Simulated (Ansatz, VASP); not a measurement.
## Two plane-wave programs on Ge

Contents of POSCAR:

```
Ge
1.0
    0.0000000000      2.8286750000      2.8286750000
    2.8286750000      0.0000000000      2.8286750000
    2.8286750000      2.8286750000      0.0000000000
Ge
2
Direct
    0.0000000000      0.0000000000      0.0000000000
    0.2500000000      0.2500000000      0.2500000000
```

The input INCAR.step1:

```
SYSTEM = Ge
ALGO = Normal
EDIFF = 1E-4
ENCUT = 520
GGA = PE
ISMEAR = -1
LASPH = .True.
LCHARG = .False.
LREAL = .False.
LWAVE = .True.
NBANDS = 21
NELM = 100
PREC = Accurate
SIGMA = 0.05
```

File INCAR.step2:

```
SYSTEM = Ge
ALGO = Normal
EDIFF = 1E-8
ENCUT = 520
ISIF = 2
ISMEAR = -1
ISTART = 1
LASPH = .True.
LCHARG = .False.
LEFG = .True.
LMIXTAU = .True.
LREAL = .False.
LWAVE = .False.
METAGGA = R2SCAN
NBANDS = 21
NELM = 100
PREC = Accurate
SIGMA = 0.05
```

The input KPOINTS:

```
k-points
0
Gamma
  14 14 14
  0 0 0
```

Input for Ansatz:

```yaml
crystal:
  lattice:
    - [0.0, 2.828675, 2.828675]
    - [2.828675, 0.0, 2.828675]
    - [2.828675, 2.828675, 0.0]
  atoms:
    - { symbol: Ge, position: [0.0, 0.0, 0.0] }
    - { symbol: Ge, position: [0.25, 0.25, 0.25] }
kpoints:
  mp_grid: { grid: [14, 14, 14] }
scf:
  occupations: { method: fermi_dirac, width: 0.05 }
hamiltonian:
  xc: r2scan
  pseudopotentials: { kind: paw }
output:
  forces: true
  stress: true
  populations: true
  efg: { quadrupole_moments_barn: { Ge: -0.196 }, contact_densities: true }
  write_density: true
  write_potential: true
  elf: true
  volumetric_format: npy
```

Alike in both runs: task electric field gradients; functional r2SCAN; k mesh 14 × 14 × 14; occupations fermi-dirac, width 0.05 eV; no spin polarisation.

```csv
,VASP,Ansatz
version,VASP 6.6.1,Ansatz 0.2.0
potentials or method,"VASP PAW PBE potentials, release 64 (Ge_d)","plane-wave PAW, scalar-relativistic"
plane-wave cutoff (eV),520,500
valence electrons in the cell,28,28
```

```csv
,VASP,Ansatz,Ansatz less VASP
pressure (GPa),0.7,0.7,-0.04
```

VASP's potentials were made for PBE, not for r2SCAN.
